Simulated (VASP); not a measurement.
# BSe in VASP: single point with PBE

Aim: the single point of BSe with PBE.

Everything below comes from runs of VASP 6.6.1. Logs are shortened: lines on timing, memory, paths and dates and some standing lists are left out, and cuts for length are marked.

## 1. The cell of the first run

The typed cell holds 4 atoms: a = 3.356 Å, b = 3.356 Å, c = 8.718 Å, α = 90.00°, β = 90.00°, γ = 60.00°.

## 2. Single point, PBE

POSCAR reads:

```
BSe
1.0
    1.6780960000      2.9065420000      0.0000000000
   -1.6780960000      2.9065420000      0.0000000000
    0.0000000000      0.0000000000      8.7181730000
B Se
2 2
Direct
    0.0000000000      0.0000000000      0.5000000000
    0.3333000000      0.3334000000      0.0000000000
    0.0000000000      0.0000000000      0.0000000000
    0.3333000000      0.3334000000      0.5000000000
```

INCAR.step1 reads:

```
SYSTEM = BSe
PREC     = Accurate       ! precision mode
ENCUT    = 520            ! plane-wave cutoff, eV
EDIFF    = 1E-6           ! SCF threshold, eV
ISMEAR   = -1             ! smearing method
SIGMA    = 0.1            ! smearing width, eV
LREAL    = .False.        ! projectors in reciprocal space
LASPH    = .True.         ! aspherical terms in the spheres
NELM     = 100            ! most SCF steps
ALGO     = Normal         ! electronic algorithm
ISIF     = 2              ! what is computed and relaxed
LWAVE    = .False.        ! write WAVECAR
LCHARG   = .True.         ! write CHGCAR
GGA      = PE             ! functional
NBANDS   = 17             ! bands
```

KPOINTS.step1 reads:

```
Automatic mesh
0
Gamma
  12 12 4
  0 0 0
```

INCAR.step2 reads:

```
SYSTEM = BSe
PREC     = Accurate       ! precision mode
ENCUT    = 520            ! plane-wave cutoff, eV
EDIFF    = 1E-6           ! SCF threshold, eV
ISMEAR   = -5             ! smearing method
SIGMA    = 0.1            ! smearing width, eV
LREAL    = .False.        ! projectors in reciprocal space
LASPH    = .True.         ! aspherical terms in the spheres
NELM     = 100            ! most SCF steps
ALGO     = Normal         ! electronic algorithm
ISIF     = 2              ! what is computed and relaxed
LWAVE    = .False.        ! write WAVECAR
LCHARG   = .False.        ! write CHGCAR
GGA      = PE             ! functional
LORBIT   = 11             ! projections on sites
NEDOS    = 1001           ! points of the DOS
ICHARG   = 11             ! starting density
```

KPOINTS.step2 reads:

```
Automatic mesh
0
Gamma
  18 18 6
  0 0 0
```

Potentials or basis: VASP PAW PBE potentials, release 64 (B, Se).

Run with:

```console
$ cat potpaw_PBE.64/B/POTCAR potpaw_PBE.64/Se/POTCAR > POTCAR
$ cp INCAR.step1 INCAR
$ cp KPOINTS.step1 KPOINTS
$ mpirun -np 1 vasp_std > vasp.out
$ cp INCAR.step2 INCAR
$ cp KPOINTS.step2 KPOINTS
$ mpirun -np 1 vasp_std > vasp.out
```

OUTCAR:

```text
SYSTEM = BSe
   PREC = Accurate
   ENCUT = 520
   EDIFF = 1E-6
   ISMEAR = -5
   LREAL = .False.
   LASPH = .True.
   NELM = 100
   ISIF = 2
   GGA = PE
   LORBIT = 11
   ICHARG = 11

 ion  position               nearest neighbor table
   1  0.000  0.000  0.500-   4 1.94   4 1.94   4 1.94
   2  0.333  0.333  0.000-   3 1.94   3 1.94   3 1.94
   3  0.000  0.000  0.000-   2 1.94   2 1.94   2 1.94
   4  0.333  0.333  0.500-   1 1.94   1 1.94   1 1.94

  LATTYP: Found a hexagonal cell.
 ALAT       =     3.3561872092
 C/A-ratio  =     2.5976420434

  Lattice vectors:

 A1 = (   1.6780960000,  -2.9065420000,   0.0000000000)
 A2 = (   1.6780960000,   2.9065420000,   0.0000000000)
 A3 = (   0.0000000000,   0.0000000000,   8.7181730000)

Analysis of symmetry for initial positions (statically):
=====================================================================
 Subroutine PRICEL returns:
 Original cell was already a primitive cell.

 Routine SETGRP: Setting up the symmetry group for a
 hexagonal supercell.

 Subroutine GETGRP returns: Found  8 space group operations
 (whereof  4 operations were pure point group operations)
 out of a pool of 24 trial point group operations.

The static configuration has the point symmetry C_2v.
 The point group associated with its full space group is D_2h.

Analysis of symmetry for dynamics (positions and initial velocities):
=====================================================================
 Subroutine PRICEL returns:
 Original cell was already a primitive cell.

 Routine SETGRP: Setting up the symmetry group for a
 hexagonal supercell.

 Subroutine GETGRP returns: Found  8 space group operations
 (whereof  4 operations were pure point group operations)
 out of a pool of 24 trial point group operations.

The dynamic configuration has the point symmetry C_2v.
 The point group associated with its full space group is D_2h.

 Subroutine INISYM returns: Found  8 space group operations
 (whereof  4 operations are pure point group operations),
 and found     1 'primitive' translations

----------------------------------------------------------------------------------------

                                     Primitive cell

  volume of cell :      85.0450

  direct lattice vectors                    reciprocal lattice vectors
     1.678096000  2.906542000  0.000000000     0.297956732  0.172025727  0.000000000
    -1.678096000  2.906542000  0.000000000    -0.297956732  0.172025727  0.000000000
     0.000000000  0.000000000  8.718173000     0.000000000  0.000000000  0.114702931

  length of vectors
     3.356187209  3.356187209  8.718173000     0.344050962  0.344050962  0.114702931

  position of ions in fractional coordinates (direct lattice)
     0.000000000  0.000000000  0.500000000
     0.333300000  0.333400000  0.000000000
     0.000000000  0.000000000  0.000000000
     0.333300000  0.333400000  0.500000000

  ion indices of the primitive-cell ions
   primitive index   ion index
                 1           1
                 2           2
                 3           3
                 4           4

----------------------------------------------------------------------------------------

 KPOINTS: Automatic mesh

Automatic generation of k-mesh.
 Grid dimensions read from file:
 generate k-points for:   18   18    6

 Generating k-lattice:

  Cartesian coordinates                     Fractional coordinates (reciprocal lattice)
     0.016553152  0.009556985  0.000000000     0.055555556 -0.000000000  0.000000000
    -0.016553152  0.009556985  0.000000000    -0.000000000  0.055555556  0.000000000
     0.000000000  0.000000000  0.019117155     0.000000000  0.000000000  0.166666667

  Length of vectors
     0.019113942  0.019113942  0.019117155

  Shift w.r.t. Gamma in fractional coordinates (k-lattice)
     0.000000000  0.000000000  0.000000000

 TETIRR: Found   4914 inequivalent tetrahedra from    11664

 Subroutine IBZKPT returns following result:
 ===========================================

 Found    364 irreducible k-points:

 Following reciprocal coordinates:
            Coordinates               Weight
  0.000000  0.000000  0.000000      1.000000
  0.055556 -0.000000  0.000000      4.000000
 -0.000000  0.055556  0.000000      2.000000
  0.111111 -0.000000  0.000000      4.000000
 -0.000000  0.111111  0.000000      2.000000
  0.166667 -0.000000  0.000000      4.000000
[... 16 lines left out ...]
  0.111111  0.166667  0.000000      4.000000
 -0.055556  0.111111  0.000000      4.000000
 [... further k-points ...]
   k-points           NKPTS =    364   k-points in BZ     NKDIM =    364   number of bands    NBANDS=     13
   number of dos      NEDOS =   1001   number of ions     NIONS =      4
   total plane-waves  NPLWV =  54880
   dimension x,y,z NGX =    28 NGY =   28 NGZ =   70
   dimension x,y,z NGXF=    56 NGYF=   56 NGZF=  140
   ions per type =               2   2
   NGX,Y,Z   is equivalent  to a cutoff of  13.87, 13.87, 13.35 a.u.
   NGXF,Y,Z  is equivalent  to a cutoff of  27.74, 27.74, 26.70 a.u.
 SYSTEM =  BSe
   PREC   = accura    normal or accurate (medium, high low for compatibility)
   ISTART =      0    job   : 0-new  1-cont  2-samecut
   ICHARG =     11    charge: 1-file 2-atom 10-const
   ISPIN  =      1    spin polarized calculation?
   LNONCOLLINEAR =      F non collinear calculations
   LSORBIT =      F    spin-orbit coupling
   LASPH  =      T    aspherical Exc in radial PAW
   ENCUT  =  520.0 eV  38.22 Ry    6.18 a.u.   6.24  6.24 16.21*2*pi/ulx,y,z
   NELM   =    100;   NELMIN=  2; NELMDL=  0     # of ELM steps
   EDIFF  = 0.1E-05   stopping-criterion for ELM
   LREAL  =      F    real-space projection
   EDIFFG = 0.1E-04   stopping-criterion for IOM
   NSW    =      0    number of steps for IOM
   IBRION =     -1    ionic relax: 0-MD 1-quasi-New 2-CG
   NFREE  =      0    steps in history (QN), initial steepest desc. (CG)
   ISIF   =      2    stress and relaxation
   ISYM   =      2    0-nonsym 1-usesym 2-fastsym
   POTIM  = 0.5000    time-step for ionic-motion
   TEBEG  =    0.0;   TEEND  =   0.0 temperature during run
   PSTRESS=    0.0 pullay stress
   NELECT =      18.0000    total number of electrons
   NUPDOWN=      -1.0000    fix difference up-down
   EMIN   =  10.00;   EMAX   =-10.00  energy-range for DOS
   EFERMI =   0.00;   METHOD = LEGACY
   ISMEAR =    -5;   SIGMA  =   0.10  broadening in eV -4-tet -1-fermi 0-gaus
   EFERMI_NEDOS =   21; number of points for ismear=-14 and -15
   IALGO  =     38    algorithm
   IMIX   =      4    mixing-type and parameters
     AMIX     =   0.40;   BMIX     =  1.00
     AMIX_MAG =   1.60;   BMIX_MAG =  1.00
  volume/ion in A,a.u.               =      21.26       143.48
  Fermi-wavevector in a.u.,A,eV,Ry     =   0.975625  1.843663 12.950613  0.951843
  Thomas-Fermi vector in A             =   2.106179
   LORBIT       =     11    0 simple, 1 ext, 2 COOP (PROOUT), +10 PAW based schemes
   GGA     = PE    functional components
   LHFCALC =     F    Hartree Fock is set to
   AEXX    =    0.0000 exact exchange contribution
   IVDW    =     0    specifies the selected vdW correction
   LEPSILON=     F    determine dielectric tensor
   LRPA    =     F    only Hartree local field effects (RPA)
 non-spin polarized calculation
 Fermi weights with tetrahedron method with Bloechl corrections
  energy-cutoff  :      520.00
  volume of cell :       85.05
 maximum number of plane-waves:      2325
 NGX is ok and might be reduce to    28

 number of electron      17.9999999 magnetization

 Free energy of the ion-electron system (eV)
  ---------------------------------------------------
  ext. energy  EPLUGINS =         0.00000000
  ---------------------------------------------------
  free energy    TOTEN  =       -16.43252678 eV

  energy without entropy =      -16.43252678  energy(sigma->0) =      -16.43252678

 E-fermi :   3.6331     XC(G=0):  -8.2641

 val. band max:        3.6811276385   @ k =   0.4444   0.1111   0.5000
 cond. band min:       3.5833178140   @ k =   0.3333  -0.0000   0.3333
 fundamental gap:     -0.0978098244
 Fermi energy:         3.6330640743

 k-point     1 :       0.0000    0.0000    0.0000
  band No.  band energies     occupation
      1     -14.3832      2.00000
      2     -14.3218      2.00000
      3      -3.3441      2.00000
      4      -2.4637      2.00000
      5      -1.4131      2.00000
      6      -1.4106      2.00000
      7      -1.3906      2.00000
      8      -1.3881      2.00000
      9       3.9442      0.00000
     10       3.9648      0.00000
     11       5.3521      0.00000
     12       5.3643      0.00000
     13       5.4229      0.00000

 k-point     2 :       0.0556   -0.0000    0.0000
  band No.  band energies     occupation
      1     -14.3451      2.00000
      2     -14.2840      2.00000
      3      -3.2973      2.00000
      4      -2.4191      2.00000
      5      -1.7070      2.00000
      6      -1.6830      2.00000
      7      -1.5009      2.00000
      8      -1.4777      2.00000
      9       4.1286      0.00000
     10       4.1468      0.00000
     11       5.4015      0.00000
     12       5.4553      0.00000
     13       5.5383      0.00000
[... 321 lines left out ...]
 k-point    23 :       0.1111    0.1667    0.0000
  band No.  band energies     occupation
      1     -14.1209      2.00000
      2     -14.0616      2.00000
      3      -3.0192      2.00000
      4      -2.9992      2.00000
      5      -2.9711      2.00000
      6      -2.1552      2.00000
      7      -1.9877      2.00000
      8      -1.9615      2.00000
      9       4.4818      0.00000
     10       4.5254      0.00000
     11       5.7419      0.00000
     12       5.8022      0.00000
     13       5.8900      0.00000

 k-point    24 :      -0.0556    0.1111    0.0000
  band No.  band energies     occupation
      1     -14.1209      2.00000
      2     -14.0616      2.00000
      3      -3.0192      2.00000
      4      -2.9998      2.00000
      5      -2.9717      2.00000
      6      -2.1552      2.00000
      7      -1.9871      2.00000
      8      -1.9608      2.00000
      9       4.4823      0.00000
     10       4.5258      0.00000
     11       5.7419      0.00000
     12       5.8018      0.00000
     13       5.8894      0.00000

 [... further k-points ...]

------------------------ aborting loop because EDIFF is reached ----------------------------------------

  FORCE on cell =-STRESS in cart. coord.  units (eV):
  Direction    XX          YY          ZZ          XY          YZ          ZX
  --------------------------------------------------------------------------------------
  -------------------------------------------------------------------------------------
  Total        1.8001655      1.7915221     -0.0503856     -0.0074795      0.0000000      0.0000000
  in kB       33.9136190     33.7507845     -0.9492231     -0.1409073      0.0000000      0.0000000
  external PRESSURE =      22.2383935 kB  Pullay stress =       0.0000000 kB

 VOLUME and BASIS-vectors are now :
 -----------------------------------------------------------------------------
  energy-cutoff  :      520.00
  volume of cell :       85.05
      direct lattice vectors                 reciprocal lattice vectors
     1.678096000  2.906542000  0.000000000     0.297956732  0.172025727  0.000000000
    -1.678096000  2.906542000  0.000000000    -0.297956732  0.172025727  0.000000000
     0.000000000  0.000000000  8.718173000     0.000000000  0.000000000  0.114702931

 POSITION                                       TOTAL-FORCE (eV/Angst)
 -----------------------------------------------------------------------------------
      0.00000      0.00000      4.35909        -0.003360      0.001940      0.000000
     -0.00017      1.93779      0.00000         0.003360     -0.001940      0.000000
      0.00000      0.00000      0.00000        -0.003357      0.001938      0.000000
     -0.00017      1.93779      4.35909         0.003357     -0.001938      0.000000
 -----------------------------------------------------------------------------------
    total drift:                               -0.000000      0.000000      0.000000

  FREE ENERGIE OF THE ION-ELECTRON SYSTEM (eV)
  ---------------------------------------------------
  free  energy   TOTEN  =       -16.4325267755 eV

  energy  without entropy=      -16.4325267755  energy(sigma->0) =      -16.43252678

 total charge

# of ion       s       p       d       tot
------------------------------------------
    1        0.650   1.186   0.000   1.835
    2        0.650   1.186   0.000   1.835
    3        1.405   2.459   0.135   3.999
    4        1.405   2.459   0.135   3.999
--------------------------------------------------
tot          4.110   7.289   0.271  11.669
```

Wall time 12 min (1 thread of Intel Xeon 8259CL, shared host); peak memory 0.52 GiB.

What came out:

| Item | Value |
| --- | --- |
| Valence electrons inside the program's atomic spheres | B 1.83; Se 4.00 |

Caveat: tetrahedron occupations give inexact forces and stress in metals.
